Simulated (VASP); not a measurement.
# Co (P6_3/mmc) in VASP: notebook

Co is run at these levels: PBE; tasks: single point.

Program: VASP 6.6.1. These are calculated values, not measurements. Logs are shortened: lines on timing, memory, paths and dates and some standing lists are left out, and cuts for length are marked.

## Step 1: The cell of the first run

The structure is hexagonal, space group P6_3/mmc (No. 194). The conventional cell has a = 2.618 Å, b = 2.618 Å, c = 4.133 Å, α = 90.00°, β = 90.00°, γ = 120.00°. Within 3.4 Å of Co (site symmetry -6m2) lie 12 Co at 2.56 to 2.62 Å.

## Step 2: Single point, PBE, collinear spin, ferromagnetic start

Input file INCAR:

```
SYSTEM = Co
  PREC = Accurate
  ENCUT = 520
  EDIFF = 1E-6
  ISMEAR = 0
  SIGMA = 0.15
  LREAL = .FALSE.
  LASPH = .TRUE.
  NELM = 150
  ALGO = Fast
  ISIF = 2
  LWAVE = .FALSE.
  LCHARG = .FALSE.
  ISPIN = 2
  MAGMOM = 1.86 1.86
  LORBIT = 11
  LMAXMIX = 4
  GGA = PE
  NBANDS = 20
```

Input file KPOINTS:

```
Automatic mesh
0
G
  21 21 12
  0 0 0
```

Input file POSCAR:

```
Co
1.0
    2.6181000000      0.0000000000      0.0000000000
   -1.3090500000      2.2673411096      0.0000000000
    0.0000000000      0.0000000000      4.1331000000
Co
2
Direct
    0.3333333333      0.6666666667      0.2500000000
    0.6666666667      0.3333333333      0.7500000000
```

Potentials or basis: VASP PAW PBE potentials, release 64 (Co).

Run with:

```bash
> cat potpaw_PBE.64/Co/POTCAR > POTCAR
> mpirun -np 1 vasp_std > vasp.out
```

OUTCAR:

```text
SYSTEM = Co
   PREC = Accurate
   ENCUT = 520
   EDIFF = 1E-6
   ISMEAR = 0
   LREAL = .FALSE.
   LASPH = .TRUE.
   NELM = 150
   ISIF = 2
   ISPIN = 2
   LORBIT = 11
   GGA = PE

 ion  position               nearest neighbor table
   1  0.333  0.667  0.250-   2 2.56   2 2.56   2 2.56   2 2.56   2 2.56   2 2.56
   2  0.667  0.333  0.750-   1 2.56   1 2.56   1 2.56   1 2.56   1 2.56   1 2.56

  LATTYP: Found a hexagonal cell.
 ALAT       =     2.6181000000
 C/A-ratio  =     1.5786639166

  Lattice vectors:

 A1 = (   2.6181000000,   0.0000000000,   0.0000000000)
 A2 = (  -1.3090500000,   2.2673411096,   0.0000000000)
 A3 = (   0.0000000000,   0.0000000000,   4.1331000000)

Analysis of symmetry for initial positions (statically):
=====================================================================
 Subroutine PRICEL returns:
 Original cell was already a primitive cell.

 Routine SETGRP: Setting up the symmetry group for a
 hexagonal supercell.

 Subroutine GETGRP returns: Found 24 space group operations
 (whereof 12 operations were pure point group operations)
 out of a pool of 24 trial point group operations.

The static configuration has the point symmetry D_3d.
 The point group associated with its full space group is D_6h.

Analysis of symmetry for dynamics (positions and initial velocities):
=====================================================================
 Subroutine PRICEL returns:
 Original cell was already a primitive cell.

 Routine SETGRP: Setting up the symmetry group for a
 hexagonal supercell.

 Subroutine GETGRP returns: Found 24 space group operations
 (whereof 12 operations were pure point group operations)
 out of a pool of 24 trial point group operations.

The dynamic configuration has the point symmetry D_3d.
 The point group associated with its full space group is D_6h.

Analysis of structural, dynamic, and magnetic symmetry:
=====================================================================
 Subroutine PRICEL returns:
 Original cell was already a primitive cell.

 Routine SETGRP: Setting up the symmetry group for a
 hexagonal supercell.

 Subroutine GETGRP returns: Found 24 space group operations
 (whereof 12 operations were pure point group operations)
 out of a pool of 24 trial point group operations.

The overall configuration has the point symmetry D_3d.
 The point group associated with its full space group is D_6h.

 Subroutine INISYM returns: Found 24 space group operations
 (whereof 12 operations are pure point group operations),
 and found     1 'primitive' translations

----------------------------------------------------------------------------------------

                                     Primitive cell

  volume of cell :      24.5346

  direct lattice vectors                    reciprocal lattice vectors
     2.618100000  0.000000000  0.000000000     0.381956381  0.220522619  0.000000000
    -1.309050000  2.267341110  0.000000000     0.000000000  0.441045238  0.000000000
     0.000000000  0.000000000  4.133100000     0.000000000  0.000000000  0.241949142

  length of vectors
     2.618100000  2.618100000  4.133100000     0.441045238  0.441045238  0.241949142

  position of ions in fractional coordinates (direct lattice)
     0.333333333  0.666666667  0.250000000
     0.666666667  0.333333333  0.750000000

  ion indices of the primitive-cell ions
   primitive index   ion index
                 1           1
                 2           2

----------------------------------------------------------------------------------------

 KPOINTS: Automatic mesh

Automatic generation of k-mesh.
 Grid dimensions read from file:
 generate k-points for:   21   21   12

 Generating k-lattice:

  Cartesian coordinates                     Fractional coordinates (reciprocal lattice)
     0.018188399  0.010501077  0.000000000     0.047619048  0.000000000  0.000000000
     0.000000000  0.021002154  0.000000000     0.000000000  0.047619048  0.000000000
     0.000000000  0.000000000  0.020162429     0.000000000  0.000000000  0.083333333

  Length of vectors
     0.021002154  0.021002154  0.020162429

  Shift w.r.t. Gamma in fractional coordinates (k-lattice)
     0.000000000  0.000000000  0.000000000

 Subroutine IBZKPT returns following result:
 ===========================================

 Found    336 irreducible k-points:

 Following reciprocal coordinates:
            Coordinates               Weight
  0.000000  0.000000  0.000000      1.000000
  0.047619  0.000000  0.000000      6.000000
  0.095238  0.000000  0.000000      6.000000
  0.142857  0.000000  0.000000      6.000000
  0.190476  0.000000  0.000000      6.000000
  0.238095  0.000000  0.000000      6.000000
[... 16 lines left out ...]
  0.142857  0.095238  0.000000     12.000000
  0.190476  0.095238  0.000000     12.000000
 [... further k-points ...]
   k-points           NKPTS =    336   k-points in BZ     NKDIM =    336   number of bands    NBANDS=     20
[... 60 lines left out ...]
  ---------------------------------------------------
  ext. energy  EPLUGINS =         0.00000000
  ---------------------------------------------------
  free energy    TOTEN  =       -13.87639384 eV

  energy without entropy =      -13.85446154  energy(sigma->0) =      -13.86542769

 E-fermi :   8.6228     XC(G=0): -12.6970

 val. band max:        8.6206695984   @ k =   0.4286   0.0000   0.5000
 cond. band min:       8.6250769672   @ k =   0.2381   0.0476   0.4167
 fundamental gap:      0.0044073688
 Fermi energy:         8.6228118199

 spin component 1

 k-point     1 :       0.0000    0.0000    0.0000
  band No.  band energies     occupation
      1       0.4244      1.00000
      2       4.0453      1.00000
      3       6.1551      1.00000
      4       6.1551      1.00000
      5       6.2484      1.00000
      6       6.4291      1.00000
[... 12 lines left out ...]
     19      32.0882      0.00000
     20      33.3940      0.00000

 k-point     2 :       0.0476    0.0000    0.0000
  band No.  band energies     occupation
      1       0.4959      1.00000
      2       4.0854      1.00000
      3       6.0775      1.00000
      4       6.1852      1.00000
      5       6.3175      1.00000
      6       6.4157      1.00000
[... 12 lines left out ...]
     19      33.3754      0.00000
     20      33.5444      0.00000
[... 465 lines left out ...]
      3       5.6016      1.00000
      4       5.7874      1.00000
      5       6.2549      1.00000
      6       6.2788      1.00000
[... 12 lines left out ...]
     19      31.6489      0.00000
     20      33.1506      0.00000

 k-point    24 :       0.1905    0.0952    0.0000
  band No.  band energies     occupation
      1       2.2806      1.00000
      2       4.7728      1.00000
      3       5.4880      1.00000
      4       5.4990      1.00000
      5       6.1844      1.00000
      6       6.2372      1.00000
[... 12 lines left out ...]
     19      31.4343      0.00000
     20      32.0689      0.00000

 [... further k-points ...]

 spin component 2

 k-point     1 :       0.0000    0.0000    0.0000
  band No.  band energies     occupation
      1       0.3882      1.00000
      2       5.0599      1.00000
      3       7.8771      1.00000
      4       7.8771      1.00000
      5       7.9823      1.00000
      6       8.2073      0.99996
[... 12 lines left out ...]
     19      32.2853      0.00000
     20      33.0863      0.00000

 k-point     2 :       0.0476    0.0000    0.0000
  band No.  band energies     occupation
      1       0.4599      1.00000
      2       5.1070      1.00000
      3       7.7802      1.00000
      4       7.9109      1.00000
      5       8.0649      1.00000
      6       8.1885      0.99998
[... 12 lines left out ...]
     19      33.2513      0.00000
     20      33.7160      0.00000
[... 465 lines left out ...]
      3       7.0084      1.00000
      4       7.1610      1.00000
      5       7.9448      1.00000
      6       8.0079      1.00000
[... 12 lines left out ...]
     19      31.7574      0.00000
     20      33.6136      0.00000

 k-point    24 :       0.1905    0.0952    0.0000
  band No.  band energies     occupation
      1       2.2813      1.00000
      2       5.9912      1.00000
      3       6.7213      1.00000
      4       6.9900      1.00000
      5       7.8899      1.00000
      6       7.8983      1.00000
[... 12 lines left out ...]
     19      31.6409      0.00000
     20      32.4747      0.00000

 [... further k-points ...]

------------------------ aborting loop because EDIFF is reached ----------------------------------------

  FORCE on cell =-STRESS in cart. coord.  units (eV):
  Direction    XX          YY          ZZ          XY          YZ          ZX
  --------------------------------------------------------------------------------------
  -------------------------------------------------------------------------------------
  Total       -3.2149393     -3.2149393     -2.5315873      0.0000000      0.0000000      0.0000000
  in kB     -209.9444292   -209.9444292   -165.3196553      0.0000000      0.0000000      0.0000000
  external PRESSURE =    -195.0695046 kB  Pullay stress =       0.0000000 kB

 VOLUME and BASIS-vectors are now :
 -----------------------------------------------------------------------------
  energy-cutoff  :      520.00
  volume of cell :       24.53
      direct lattice vectors                 reciprocal lattice vectors
     2.618100000  0.000000000  0.000000000     0.381956381  0.220522619  0.000000000
    -1.309050000  2.267341110  0.000000000     0.000000000  0.441045238  0.000000000
     0.000000000  0.000000000  4.133100000     0.000000000  0.000000000  0.241949142

 POSITION                                       TOTAL-FORCE (eV/Angst)
 -----------------------------------------------------------------------------------
     -0.00000      1.51156      1.03327         0.000000      0.000000      0.000000
      1.30905      0.75578      3.09983        -0.000000     -0.000000      0.000000
 -----------------------------------------------------------------------------------
    total drift:                               -0.000000      0.000000     -0.000000

  FREE ENERGIE OF THE ION-ELECTRON SYSTEM (eV)
  ---------------------------------------------------
  free  energy   TOTEN  =       -13.8763938443 eV

  energy  without entropy=      -13.8544615358  energy(sigma->0) =      -13.86542769

 total charge

# of ion       s       p       d       tot
------------------------------------------
    1        0.442   0.424   7.196   8.062
    2        0.442   0.424   7.196   8.062
--------------------------------------------------
tot          0.883   0.848  14.393  16.124

 magnetization (x)

# of ion       s       p       d       tot
------------------------------------------
    1       -0.014  -0.052   1.793   1.726
    2       -0.014  -0.052   1.793   1.726
--------------------------------------------------
tot         -0.028  -0.105   3.585   3.453
```

Run time: 2.1 min. Hardware: 1 thread of Intel Xeon 6975P-C (Granite Rapids), shared host; peak memory 0.33 GiB.

Results:

```
Free energy                                           : -13.8764 eV
Pressure                                              : -19.5 GPa
Net moment                                            : 3.36 μB per cell
Site moments                                          : Co +1.73 μB
Valence electrons inside the program's atomic spheres : Co 8.06
```

Caveat: the cell stands under tension.

## Step 3: Single point, PBE, collinear spin, ferromagnetic start

This run uses another cell than the first one, of 12.40 Å³/atom.

Input file INCAR:

```
SYSTEM = Co
PREC = Accurate
ENCUT = 520
EDIFF = 1E-6
ISMEAR = 0
SIGMA = 0.15
LREAL = .False.
LASPH = .True.
NELM = 150
ALGO = Normal
ISIF = 2
LWAVE = .False.
LCHARG = .False.
ISPIN = 2
MAGMOM = 1.86 1.86
LORBIT = 11
LMAXMIX = 4
GGA = PE
NBANDS = 20
```

Input file KPOINTS:

```
regular mesh
0
Gamma
  21 21 12
  0 0 0
```

Input file POSCAR:

```
Co
1.0
    2.5183000000      0.0000000000      0.0000000000
   -1.2591500000      2.1809117744      0.0000000000
    0.0000000000      0.0000000000      4.5161000000
Co
2
Direct
    0.3333333333      0.6666666667      0.2500000000
    0.6666666667      0.3333333333      0.7500000000
```

Potentials or basis: VASP PAW PBE potentials, release 64 (Co).

Run with:

```bash
> cat potpaw_PBE.64/Co/POTCAR > POTCAR
> mpirun -np 1 vasp_std > vasp.out
```

Run time: 1.9 min. Hardware: 1 thread of Intel Xeon 6975P-C (Granite Rapids), shared host; peak memory 0.33 GiB.

Results (log left out):

* Free energy: -13.7566 eV
* Pressure: -18.5 GPa
* Net moment: 3.47 μB per cell
* Site moments: Co +1.78 μB
* Valence electrons inside the program's atomic spheres: Co 8.05

Stress tensor (GPa, compression positive):
```
-12.80   0.00   0.00
  0.00 -12.80   0.00
  0.00   0.00 -29.96
```

Levels at points of the mesh, in eV from the Fermi level:
Spin up:
| k point | band 8 | band 9 | band 10 | band 11 | band 12 | band 13 | band 14 | band 15 |
| --- | --- | --- | --- | --- | --- | --- | --- | --- |
| (0.00, 0.00, 0.00) | -1.82 | -1.82 | -1.22 | -1.22 | -0.98 | 3.80 | 20.45 | 22.09 |
| (0.00, 0.00, 0.50) | -2.49 | -1.44 | -1.44 | -1.44 | -1.44 | 11.02 | 11.02 | 22.66 |
Spin down:
| k point | band 3 | band 4 | band 5 | band 6 | band 7 | band 8 | band 9 | band 10 | band 11 | band 12 |
| --- | --- | --- | --- | --- | --- | --- | --- | --- | --- | --- |
| (0.00, 0.00, 0.00) | -1.38 | -1.06 | -0.79 | -0.79 | -0.59 | -0.59 | 0.23 | 0.23 | 0.90 | 0.90 |
| (0.00, 0.00, 0.50) | -1.69 | -1.69 | -0.76 | -0.76 | -0.76 | -0.76 | 0.65 | 0.65 | 0.65 | 0.65 |

Caveat: the stress differs along the axes, from -30 to -13 GPa.

## Step 4: Single point, PBE, collinear spin, ferromagnetic start

This run uses another cell than the first one, of 10.62 Å³/atom.

Input file INCAR:

```
ALGO = Normal ; EDIFF = 1E-6
ENCUT = 520 ; GGA = PE
ISIF = 2 ; ISMEAR = 0
ISPIN = 2 ; LASPH = T
LCHARG = F ; LMAXMIX = 4
LORBIT = 11 ; LREAL = F
LWAVE = F ; MAGMOM = 1.86 1.86
NBANDS = 20 ; NELM = 150
PREC = Accurate ; SIGMA = 0.15
```

Input file KPOINTS:

```
k-points
0
Gamma
  21 21 12
```

Input file POSCAR:

```
Co
1.0
    2.4186000000      0.0000000000      0.0000000000
   -1.2093000000      2.0945690416      0.0000000000
    0.0000000000      0.0000000000      4.1936000000
Co
2
Direct
    0.3333333333      0.6666666667      0.2500000000
    0.6666666667      0.3333333333      0.7500000000
```

Run with:

```bash
> cat potpaw_PBE.64/Co/POTCAR > POTCAR
> mpirun -np 1 vasp_std > vasp.out
```

Wall time 2.8 min (1 thread of Intel Xeon Platinum 8259CL at 2.50GHz (Skylake/Cascade Lake), shared host); peak memory 0.3 GiB.

The run converged. Its results:

- Free energy: -14.0085 eV
- Pressure: 5.5 GPa
- Net moment: 3.20 μB per cell
- Site moments: Co +1.61 μB
- Valence electrons inside the program's atomic spheres: Co 8.32

Stress tensor (GPa, compression positive):
```
12.66  0.00  0.00
 0.00 12.66  0.00
 0.00  0.00 -8.94
```

Levels at points of the mesh, in eV from the Fermi level:
Spin up:
```csv
k point,band 9,band 10,band 11,band 12,band 13,band 14
"(0.00, 0.00, 0.00)",-1.77,-0.89,-0.89,-0.88,5.50,23.06
"(0.00, 0.00, 0.50)",-1.19,-1.19,-1.19,-1.19,13.44,13.44
```
Spin down:
| k point | band 5 | band 6 | band 7 | band 8 | band 9 | band 10 |
| --- | --- | --- | --- | --- | --- | --- |
| (0.00, 0.00, 0.00) | -1.02 | -0.92 | -0.74 | -0.74 | 0.08 | 0.08 |
| (0.00, 0.00, 0.50) | -1.02 | -1.02 | -1.02 | -1.02 | 0.72 | 0.72 |

Caveat: the stress differs along the axes, from -9 to 13 GPa.

## Step 5: Single point, PBE, collinear spin, ferromagnetic start

This run uses another cell than the first one, of 10.63 Å³/atom.

Input file INCAR:

```
SYSTEM = Co
  PREC = Accurate
  ENCUT = 520
  EDIFF = 1E-6
  ISMEAR = 0
  SIGMA = 0.15
  LREAL = .FALSE.
  LASPH = .TRUE.
  NELM = 150
  ALGO = Normal
  ISIF = 2
  LWAVE = .FALSE.
  LCHARG = .FALSE.
  ISPIN = 2
  MAGMOM = 1.86 1.86
  LORBIT = 11
  LMAXMIX = 4
  GGA = PE
  NBANDS = 20
```

Input file KPOINTS:

```
Automatic mesh
0
G
  21 21 12
  0 0 0
```

Input file POSCAR:

```
Co
1.0
    2.5183000000      0.0000000000      0.0000000000
   -1.2591500000      2.1809117744      0.0000000000
    0.0000000000      0.0000000000      3.8710000000
Co
2
Direct
    0.3333333333      0.6666666667      0.2500000000
    0.6666666667      0.3333333333      0.7500000000
```

Run with:

```bash
> cat potpaw_PBE.64/Co/POTCAR > POTCAR
> mpirun -np 1 vasp_std > vasp.out
```

Wall time 3.3 min (1 thread of Intel Xeon Platinum 8259CL at 2.50GHz (Skylake/Cascade Lake), shared host); peak memory 0.3 GiB.

Results (log left out):

```
Free energy                                           : -14.0414 eV
Pressure                                              : 4.5 GPa
Net moment                                            : 3.15 μB per cell
Site moments                                          : Co +1.59 μB
Valence electrons inside the program's atomic spheres : Co 8.32
```

Stress tensor (GPa, compression positive):
```
-0.56  0.00  0.00
 0.00 -0.56  0.00
 0.00  0.00 14.54
```

Levels at points of the mesh, in eV from the Fermi level:
Spin up:
```
           k point  band 8  band 9  band 10  band 11  band 12  band 13  band 14  band 15
(0.00, 0.00, 0.00)   -2.06   -2.06    -0.72    -0.72     0.55     7.34    21.51    23.84
(0.00, 0.00, 0.50)   -2.75   -1.04    -1.04    -1.04    -1.04    16.64    16.64    22.32
```
Spin down:
```
           k point  band 5  band 6  band 7  band 8  band 9  band 10
(0.00, 0.00, 0.00)   -0.68   -0.55   -0.55   -0.39   -0.39     0.49
(0.00, 0.00, 0.50)   -1.15   -1.15   -1.15   -1.15    0.75     0.75
```

Caveat: the stress differs along the axes, from -1 to 15 GPa.

## Step 6: Summary

| cell | gap on the mesh (eV) | pressure (GPa) | moment (μB) |
| --- | --- | --- | --- |
| a = 2.618, b = 2.618, c = 4.133 Å, angles 90.0, 90.0, 120.0°, 2 atoms | none | -19.5 | 3.36 |
| a = 2.518, b = 2.518, c = 4.516 Å, angles 90.0, 90.0, 120.0°, 2 atoms | none | -18.5 | 3.47 |
| a = 2.419, b = 2.419, c = 4.194 Å, angles 90.0, 90.0, 120.0°, 2 atoms | none | 5.5 | 3.20 |
| a = 2.518, b = 2.518, c = 3.871 Å, angles 90.0, 90.0, 120.0°, 2 atoms | none | 4.5 | 3.15 |

Alike in all rows: task single point; level PBE; potentials or basis VASP PAW PBE potentials, release 64 (Co); spin collinear, ferromagnetic start; k mesh 21 × 21 × 12; cutoff (eV) 520; smearing gaussian 0.15 eV.

Caveats: the cell stands under tension (at least some runs); the stress differs along the axes, from -30 to -13 GPa (at least some runs); the stress differs along the axes, from -9 to 13 GPa (at least some runs); the stress differs along the axes, from -1 to 15 GPa (at least some runs).

Absolute energies hang on the potentials; compare differences alone.
